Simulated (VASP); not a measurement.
# TbSi3W2 (Cmmm) in VASP: relaxation of cell and atoms with PBE

Aim: the relaxation of cell and atoms of TbSi3W2 with PBE.

Everything below comes from runs of VASP 6.6.1. Logs are shortened: lines on timing, memory, paths and dates and some standing lists are left out, and cuts for length are marked.

### Step 1. The cell of the first run

Symmetry: Cmmm, No. 65, orthorhombic system. The conventional cell has a = 5.294 Å, b = 9.186 Å, c = 4.204 Å, α = 90.00°, β = 90.00°, γ = 90.00°. Within 4.0 Å of Tb (site symmetry mmm) lie 10 Si at 3.03 to 3.38 Å and 8 W at 3.38 Å. Within 3.4 Å of Si (site symmetry m2m) lie 4 W at 2.59 Å and 5 Si at 2.62 to 3.13 Å and 3 Tb at 3.03 to 3.07 Å. Si (site symmetry mmm) has 4 Si at 2.62 Å and 4 W at 2.65 Å and 4 Tb at 3.38 Å within 3.5 Å. Within 3.4 Å of W (site symmetry 2/m) lie 6 Si at 2.59 to 2.65 Å and 2 W at 2.65 Å and 4 Tb at 3.38 Å.

The cell was generated, and may not be a known phase.

### Step 2. Relaxation of cell and atoms, PBE

File INCAR:

```
PREC = Accurate ; ENCUT = 500
EDIFF = 1E-7 ; ISMEAR = 0
SIGMA = 0.1 ; LREAL = False
LASPH = True ; NELM = 200
ALGO = Normal ; ISIF = 3
LWAVE = False ; LCHARG = False
GGA = PE ; IBRION = 2
NSW = 100 ; EDIFFG = -0.01
GGA_COMPAT = False ; NELMIN = 4
LMAXMIX = 6
```

File KPOINTS:

```
Automatic mesh
0
Gamma
  8 8 8
```

File POSCAR:

```
TbSi3W2
1.0
    2.6469774395     -4.5929212294      0.0000000000
    2.6469774395      4.5929212294      0.0000000000
    0.0000000000      0.0000000000      4.2035225262
Tb Si W
1 3 2
Direct
    0.0000000000      0.0000000000      0.0000000000
    0.6702429292      0.3297570708      0.0000000000
    0.3297570708      0.6702429292      0.0000000000
    0.5000000000      0.5000000000      0.5000000000
    0.5000000000      0.0000000000      0.5000000000
    0.0000000000      0.5000000000      0.5000000000
```

Potentials or basis: VASP PAW PBE potentials, release 64 (Tb_3, Si, W_sv), 4f in core.

Command:

```bash
$ cat potpaw_PBE.64/Tb_3/POTCAR potpaw_PBE.64/Si/POTCAR potpaw_PBE.64/W_sv/POTCAR > POTCAR
$ mpirun -np 1 vasp_std > vasp.out
```

OUTCAR:

```text
PREC = Accurate
   ENCUT = 500
   EDIFF = 1E-7
   ISMEAR = 0
   LREAL = False
   LASPH = True
   NELM = 200
   ISIF = 3
   GGA = PE
   IBRION = 2
   NSW = 100
   EDIFFG = -0.01
   NELMIN = 4

 ion  position               nearest neighbor table
   1  0.000  0.000  0.000-   2 3.03   3 3.03   2 3.07   3 3.07   2 3.07   3 3.07   4 3.38   4 3.38
                             4 3.38   4 3.38   6 3.38   6 3.38   6 3.38   5 3.38   5 3.38   5 3.38
   2  0.670  0.330  0.000-   5 2.59   6 2.59   5 2.59   6 2.59   4 2.62   4 2.62   3 3.03   3 3.03
                             1 3.03   1 3.07   1 3.07   3 3.13
   3  0.330  0.670  0.000-   5 2.59   6 2.59   5 2.59   6 2.59   4 2.62   4 2.62   2 3.03   2 3.03
                             1 3.03   1 3.07   1 3.07   2 3.13
   4  0.500  0.500  0.500-   2 2.62   3 2.62   2 2.62   3 2.62   5 2.65   6 2.65   5 2.65   6 2.65
                             1 3.38   1 3.38   1 3.38   1 3.38
   5  0.500  0.000  0.500-   2 2.59   3 2.59   2 2.59   3 2.59   6 2.65   6 2.65   4 2.65   4 2.65
                             1 3.38   1 3.38   1 3.38   1 3.38
   6  0.000  0.500  0.500-   2 2.59   3 2.59   2 2.59   3 2.59   5 2.65   5 2.65   4 2.65   4 2.65
                             1 3.38   1 3.38   1 3.38   1 3.38

  LATTYP: Found a base centered orthorhombic cell.
 ALAT       =     5.2939548790
 B/A-ratio  =     1.7351569231
 C/A-ratio  =     0.7940231117

  Lattice vectors:

 A1 = (   2.6469774395,  -4.5929212294,   0.0000000000)
 A2 = (   2.6469774395,   4.5929212294,   0.0000000000)
 A3 = (   0.0000000000,   0.0000000000,   4.2035225262)

Analysis of symmetry for initial positions (statically):
=====================================================================
 Subroutine PRICEL returns:
 Original cell was already a primitive cell.

 Routine SETGRP: Setting up the symmetry group for a
 base centered orthorhombic supercell.

 Subroutine GETGRP returns: Found  8 space group operations
 (whereof  8 operations were pure point group operations)
 out of a pool of  8 trial point group operations.

The static configuration has the point symmetry D_2h.

Analysis of symmetry for dynamics (positions and initial velocities):
=====================================================================
 Subroutine PRICEL returns:
 Original cell was already a primitive cell.

 Routine SETGRP: Setting up the symmetry group for a
 base centered orthorhombic supercell.

 Subroutine GETGRP returns: Found  8 space group operations
 (whereof  8 operations were pure point group operations)
 out of a pool of  8 trial point group operations.

The dynamic configuration has the point symmetry D_2h.

 Subroutine INISYM returns: Found  8 space group operations
 (whereof  8 operations are pure point group operations),
 and found     1 'primitive' translations

----------------------------------------------------------------------------------------

                                     Primitive cell

  volume of cell :     102.2075

  direct lattice vectors                    reciprocal lattice vectors
     2.646977440 -4.592921229  0.000000000     0.188894696 -0.108863178  0.000000000
     2.646977440  4.592921229  0.000000000     0.188894696  0.108863178  0.000000000
     0.000000000  0.000000000  4.203522526     0.000000000  0.000000000  0.237895716

  length of vectors
     5.301076776  5.301076776  4.203522526     0.218019260  0.218019260  0.237895716

  position of ions in fractional coordinates (direct lattice)
     0.000000000  0.000000000  0.000000000
     0.670242929  0.329757071  0.000000000
     0.329757071  0.670242929  0.000000000
     0.500000000  0.500000000  0.500000000
     0.500000000  0.000000000  0.500000000
     0.000000000  0.500000000  0.500000000

  ion indices of the primitive-cell ions
   primitive index   ion index
                 1           1
                 2           2
                 3           3
                 4           4
                 5           5
                 6           6

----------------------------------------------------------------------------------------

 KPOINTS: Automatic mesh

Automatic generation of k-mesh.
 Grid dimensions read from file:
 generate k-points for:    8    8    8

 Generating k-lattice:

  Cartesian coordinates                     Fractional coordinates (reciprocal lattice)
     0.023611837 -0.013607897  0.000000000     0.125000000  0.000000000  0.000000000
     0.023611837  0.013607897  0.000000000     0.000000000  0.125000000  0.000000000
     0.000000000  0.000000000  0.029736964     0.000000000  0.000000000  0.125000000

  Length of vectors
     0.027252408  0.027252408  0.029736964

  Shift w.r.t. Gamma in fractional coordinates (k-lattice)
     0.000000000  0.000000000  0.000000000

 Subroutine IBZKPT returns following result:
 ===========================================

 Found    105 irreducible k-points:

 Following reciprocal coordinates:
            Coordinates               Weight
  0.000000  0.000000  0.000000      1.000000
  0.125000  0.000000  0.000000      4.000000
  0.250000  0.000000  0.000000      4.000000
  0.375000  0.000000  0.000000      4.000000
  0.500000  0.000000  0.000000      2.000000
  0.125000  0.125000  0.000000      2.000000
[... 16 lines left out ...]
  0.125000  0.000000  0.125000      8.000000
  0.250000  0.000000  0.125000      8.000000
 [... further k-points ...]
   k-points           NKPTS =    105   k-points in BZ     NKDIM =    105   number of bands    NBANDS=     29
   number of dos      NEDOS =    301   number of ions     NIONS =      6
   total plane-waves  NPLWV =  51200
   dimension x,y,z NGX =    40 NGY =   40 NGZ =   32
   dimension x,y,z NGXF=    80 NGYF=   80 NGZF=   64
   ions per type =               1   3   2
   NGX,Y,Z   is equivalent  to a cutoff of  12.54, 12.54, 12.66 a.u.
   NGXF,Y,Z  is equivalent  to a cutoff of  25.09, 25.09, 25.31 a.u.
 SYSTEM =  unknown system
   PREC   = accura    normal or accurate (medium, high low for compatibility)
   ISTART =      0    job   : 0-new  1-cont  2-samecut
   ICHARG =      2    charge: 1-file 2-atom 10-const
   ISPIN  =      1    spin polarized calculation?
   LNONCOLLINEAR =      F non collinear calculations
   LSORBIT =      F    spin-orbit coupling
   LASPH  =      T    aspherical Exc in radial PAW
   ENCUT  =  500.0 eV  36.75 Ry    6.06 a.u.   9.67  9.67  7.66*2*pi/ulx,y,z
   NELM   =    200;   NELMIN=  4; NELMDL= -5     # of ELM steps
   EDIFF  = 0.1E-06   stopping-criterion for ELM
   LREAL  =      F    real-space projection
   EDIFFG = -.1E-01   stopping-criterion for IOM
   NSW    =    100    number of steps for IOM
   IBRION =      2    ionic relax: 0-MD 1-quasi-New 2-CG
   NFREE  =      1    steps in history (QN), initial steepest desc. (CG)
   ISIF   =      3    stress and relaxation
   ISYM   =      2    0-nonsym 1-usesym 2-fastsym
   POTIM  = 0.5000    time-step for ionic-motion
   TEBEG  =    0.0;   TEEND  =   0.0 temperature during run
   PSTRESS=    0.0 pullay stress
   NELECT =      49.0000    total number of electrons
   NUPDOWN=      -1.0000    fix difference up-down
   EMIN   =  10.00;   EMAX   =-10.00  energy-range for DOS
   EFERMI =   0.00;   METHOD = LEGACY
   ISMEAR =     0;   SIGMA  =   0.10  broadening in eV -4-tet -1-fermi 0-gaus
   EFERMI_NEDOS =   21; number of points for ismear=-14 and -15
   IALGO  =     38    algorithm
   IMIX   =      4    mixing-type and parameters
     AMIX     =   0.40;   BMIX     =  1.00
     AMIX_MAG =   1.60;   BMIX_MAG =  1.00
  volume/ion in A,a.u.               =      17.03       114.96
  Fermi-wavevector in a.u.,A,eV,Ry     =   1.281286  2.421279 22.336591  1.641693
  Thomas-Fermi vector in A             =   2.413664
   LORBIT       =      0    0 simple, 1 ext, 2 COOP (PROOUT), +10 PAW based schemes
   GGA     = PE    functional components
   LHFCALC =     F    Hartree Fock is set to
   AEXX    =    0.0000 exact exchange contribution
   IVDW    =     0    specifies the selected vdW correction
   LEPSILON=     F    determine dielectric tensor
   LRPA    =     F    only Hartree local field effects (RPA)
 conjugate gradient relaxation of ions
 non-spin polarized calculation
 Gauss-broadening in eV      SIGMA  =   0.10
  energy-cutoff  :      500.00
  volume of cell :      102.21
 maximum number of plane-waves:      2631
   NGX = 19   NGY = 19   NGZ = 15

--------------------------------------- Ionic step        1  -------------------------------------------

 number of electron      48.9999996 magnetization

 Free energy of the ion-electron system (eV)
  ---------------------------------------------------
  ext. energy  EPLUGINS =         0.00000000
  ---------------------------------------------------
  free energy    TOTEN  =       -47.89872491 eV

  energy without entropy =      -47.88772995  energy(sigma->0) =      -47.89322743

------------------------ aborting loop because EDIFF is reached ----------------------------------------

  FORCE on cell =-STRESS in cart. coord.  units (eV):
  Direction    XX          YY          ZZ          XY          YZ          ZX
  --------------------------------------------------------------------------------------
  -------------------------------------------------------------------------------------
  Total        0.5199274     -0.1500898      0.5161741      0.0000000      0.0000000      0.0000000
  in kB        8.1502448     -2.3527675      8.0914095      0.0000000      0.0000000      0.0000000
  external PRESSURE =       4.6296289 kB  Pullay stress =       0.0000000 kB

 VOLUME and BASIS-vectors are now :
 -----------------------------------------------------------------------------
  energy-cutoff  :      500.00
  volume of cell :      102.21
      direct lattice vectors                 reciprocal lattice vectors
     2.646977440 -4.592921229  0.000000000     0.188894696 -0.108863178  0.000000000
     2.646977440  4.592921229  0.000000000     0.188894696  0.108863178  0.000000000
     0.000000000  0.000000000  4.203522526     0.000000000  0.000000000  0.237895716
[... 281 lines left out ...]
 POSITION                                       TOTAL-FORCE (eV/Angst)
 -----------------------------------------------------------------------------------
      0.00000      0.00000      0.00000         0.000000      0.000000      0.000000
      2.65178     -1.55394      0.00000         0.000000      0.003354      0.000000
      2.65178      1.55394      0.00000         0.000000     -0.003354      0.000000
      2.65178      0.00000      2.10786         0.000000      0.000000      0.000000
      1.32589     -2.29029      2.10786         0.000000     -0.000000      0.000000
      1.32589      2.29029      2.10786         0.000000     -0.000000      0.000000
 -----------------------------------------------------------------------------------
    total drift:                               -0.000000      0.000000     -0.000000

  FREE ENERGIE OF THE ION-ELECTRON SYSTEM (eV)
  ---------------------------------------------------
  free  energy   TOTEN  =       -47.9002728994 eV

  energy  without entropy=      -47.8891521319  energy(sigma->0) =      -47.89471252

--------------------------------------- Ionic step        9  -------------------------------------------

 number of electron      48.9999996 magnetization

 Free energy of the ion-electron system (eV)
  ---------------------------------------------------
  ext. energy  EPLUGINS =         0.00000000
  ---------------------------------------------------
  free energy    TOTEN  =       -47.90028617 eV

  energy without entropy =      -47.88917740  energy(sigma->0) =      -47.89473179

 E-fermi :   8.6788     XC(G=0): -11.7274

 val. band max:        8.6758012405   @ k =   0.0000   0.0000   0.3750
 cond. band min:       8.6885227378   @ k =   0.2500   0.2500   0.5000
 fundamental gap:      0.0127214973
 Fermi energy:         8.6787791787

 k-point     1 :       0.0000    0.0000    0.0000
  band No.  band energies     occupation
      1     -65.0833      2.00000
      2     -64.9944      2.00000
      3     -29.9611      2.00000
      4     -29.4155      2.00000
      5     -29.3040      2.00000
      6     -29.2681      2.00000
[... 757 lines left out ...]
     28      10.6218      0.00000
     29      11.2382      0.00000

 [... further k-points ...]
[... 5 lines left out ...]
  --------------------------------------------------------------------------------------
  -------------------------------------------------------------------------------------
  Total        0.0528865      0.0309321      0.0440529     -0.0000000      0.0000000      0.0000000
  in kB        0.8279909      0.4842727      0.6896922     -0.0000000      0.0000000      0.0000000
  external PRESSURE =       0.6673186 kB  Pullay stress =       0.0000000 kB

 VOLUME and BASIS-vectors are now :
 -----------------------------------------------------------------------------
  energy-cutoff  :      500.00
  volume of cell :      102.34
      direct lattice vectors                 reciprocal lattice vectors
     2.651810392 -4.579917020  0.000000000     0.188550434 -0.109172284  0.000000000
     2.651810392  4.579917020  0.000000000     0.188550434  0.109172284  0.000000000
     0.000000000  0.000000000  4.213082869     0.000000000  0.000000000  0.237355882

 POSITION                                       TOTAL-FORCE (eV/Angst)
 -----------------------------------------------------------------------------------
      0.00000      0.00000      0.00000         0.000000      0.000000     -0.000000
      2.65181     -1.55246      0.00000         0.000000     -0.000846     -0.000000
      2.65181      1.55246      0.00000         0.000000      0.000846      0.000000
      2.65181      0.00000      2.10654         0.000000     -0.000000     -0.000000
      1.32591     -2.28996      2.10654        -0.000000      0.000000     -0.000000
      1.32591      2.28996      2.10654         0.000000      0.000000     -0.000000
 -----------------------------------------------------------------------------------
    total drift:                               -0.000000      0.000000     -0.000000

  FREE ENERGIE OF THE ION-ELECTRON SYSTEM (eV)
  ---------------------------------------------------
  free  energy   TOTEN  =       -47.9002861724 eV

  energy  without entropy=      -47.8891774039  energy(sigma->0) =      -47.89473179

 reached required accuracy - stopping structural energy minimisation
```

Wall time 12 min (1 thread of Intel Xeon 6975P-C (Granite Rapids), shared host); peak memory 0.42 GiB.

Results:

```yaml
Free_energy: -47.9003 eV
Relaxed_volume: 17.06 Å³/atom
Relaxed_cell: a = 5.292 Å, b = 5.292 Å, c = 4.213 Å, α = 90.00°, β = 90.00°, γ = 119.86°
Space_group_after_relaxing_to_0.1_Å: Cmmm (No. 65)
Energy_gained_by_relaxing: 0.3 meV/atom
Ionic_steps: 9
Pressure_after_relaxing: 0.1 GPa
Band_gap_on_the_k_mesh: zero (an odd number of electrons rules out a gap without spin polarisation)
```

Step by step:
| step | energy change (eV) | largest force (eV/Å) | pressure (GPa) | volume (Å³) |
| --- | --- | --- | --- | --- |
| 1 | 0.0000 | 0.0365 | 0.46 | 102.21 |
| 2 | 0.0000 | 0.0115 | -0.84 | 102.94 |
| 3 | -0.0011 | 0.0238 | -0.19 | 102.57 |
| 4 | -0.0015 | 0.0264 | 0.02 | 102.40 |
| 5 | -0.0015 | 0.0264 | 0.02 | 102.40 |
| 6 | -0.0015 | 0.0181 | 0.00 | 102.41 |
| 7 | -0.0015 | 0.0068 | -0.07 | 102.42 |
| 8 | -0.0015 | 0.0034 | -0.04 | 102.41 |
| 9 | -0.0016 | 0.0008 | 0.07 | 102.34 |

Final structure:
```cif
data_structure
_symmetry_space_group_name_H-M 'P 1'
_symmetry_Int_Tables_number 1
_cell_length_a 5.2922
_cell_length_b 5.2922
_cell_length_c 4.2131
_cell_angle_alpha 90.000
_cell_angle_beta 90.000
_cell_angle_gamma 119.858
_cell_volume 102.34
loop_
_atom_site_label
_atom_site_type_symbol
_atom_site_fract_x
_atom_site_fract_y
_atom_site_fract_z
_atom_site_occupancy
Tb1 Tb 0.00000 0.00000 0.00000 1
Si1 Si 0.66949 0.33051 0.00000 1
Si2 Si 0.33051 0.66949 0.00000 1
Si3 Si 0.50000 0.50000 0.50000 1
W1 W 0.50000 0.00000 0.50000 1
W2 W 0.00000 0.50000 0.50000 1
```

Caveat: spin-orbit coupling is left out, which moves the levels of the heavy elements; the 4f electrons are frozen in the core, so they carry no moment and show no levels; an odd number of electrons without spin polarisation forces a metal; a magnetic or distorted state may lie lower. Spin polarisation is off, so any magnetic state and its effect on volume and gap are missing.
